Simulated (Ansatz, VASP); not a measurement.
C in VASP and in Ansatz

```
CELL_PARAMETERS angstrom
2.50537 0.00000 0.00000
-1.25268 2.16971 0.00000
0.00000 0.00000 8.26484
ATOMIC_POSITIONS crystal
C 0.00000 0.00000 0.09295
C 0.00000 0.00000 0.59295
C 0.00000 0.00000 0.40705
C 0.00000 0.00000 0.90705
C 0.33333 0.66667 0.15554
C 0.66667 0.33333 0.65554
C 0.33333 0.66667 0.34446
C 0.66667 0.33333 0.84446
```

Alike in both runs: functional PBEsol; k mesh 12 × 12 × 4; occupations gaussian, width 0.02 eV; no spin polarisation.

Ansatz relaxed the structure, and its values are those at the end. VASP's run is a single point on that final structure, the one shown.

```csv
,VASP,Ansatz
version,VASP 6.6.1,Ansatz 0.2.0
potentials or method,"VASP PAW PBE potentials, release 64 (C), cutoff 520 eV","scalar-relativistic, plane waves, PAW"
valence electrons in the cell,32,32
```

|  | VASP | Ansatz | Ansatz less VASP |
| --- | --- | --- | --- |
| gap on the k mesh at the Fermi level (eV) | 4.43 | 4.44 | +0.005 |
| least direct gap on the mesh (eV) | 5.27 | 5.27 | +0.003 |
| pressure (GPa) | 1.1 | 0.0 | -1.10 |

VASP's potentials were made for PBE, not for PBEsol.
